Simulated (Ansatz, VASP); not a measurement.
Two plane-wave programs on Cs

The input INCAR:

```
ALGO = Normal
EDIFF = 1E-7
ENCUT = 520
ISIF = 2
ISMEAR = 0
LASPH = T
LCHARG = F
LREAL = F
LWAVE = F
NBANDS = 10
NELM = 60
PREC = Accurate
SIGMA = 0.01
```

File KPOINTS:

```
k-points
0
Gamma
  8 8 8
```

Contents of POSCAR:

```
Cs
1.0
   -2.8840810378      2.8840810378      2.8840810378
    2.8840810378     -2.8840810378      2.8840810378
    2.8840810378      2.8840810378     -2.8840810378
Cs
1
Direct
    0.0000000000      0.0000000000      0.0000000000
```

Input for Ansatz:

```yaml
crystal:
  lattice:
    - [-2.8840810378, 2.8840810378, 2.8840810378]
    - [2.8840810378, -2.8840810378, 2.8840810378]
    - [2.8840810378, 2.8840810378, -2.8840810378]
  atoms:
    - { symbol: Cs, position: [0.0, 0.0, 0.0] }
hamiltonian:
  xc: lda
  pseudopotentials:
    kind: paw
    azcp:
      Cs: "pseudopotentials/Cs.paw.azcp"
basis:
  ecutwfc: 420
  fft_grid_basis: typed
kpoints:
  mp_grid: { grid: [8, 8, 8], shift: [0, 0, 0] }
magnetization:
  spin_polarized: false
scf:
  occupations: { method: gaussian, width: 0.01 }
  lower_state_search: "off"
output:
  stress: true
```

Alike in both runs: task single point; functional LDA; k mesh 8 × 8 × 8; occupations gaussian, width 0.01 eV; no spin polarisation.

|  | VASP | Ansatz |
| --- | --- | --- |
| version | VASP 6.6.1 | Ansatz 0.2.0 |
| potentials or method | VASP PAW LDA potentials, release 64 (Cs_sv), cutoff 520 eV | plane waves (420 eV) with PAW, scalar-relativistic |
| valence electrons in the cell | 9 | 9 |

|  | VASP | Ansatz | Ansatz less VASP |
| --- | --- | --- | --- |
| pressure (GPa) | 0.0 | 0.0 | +0.01 |

Ansatz warns that its potentials were made for another functional, while VASP's fit it. LDA's correlation is that of Perdew and Zunger in VASP and of Perdew and Wang (1992) in Ansatz.

Spin-orbit coupling is off throughout.
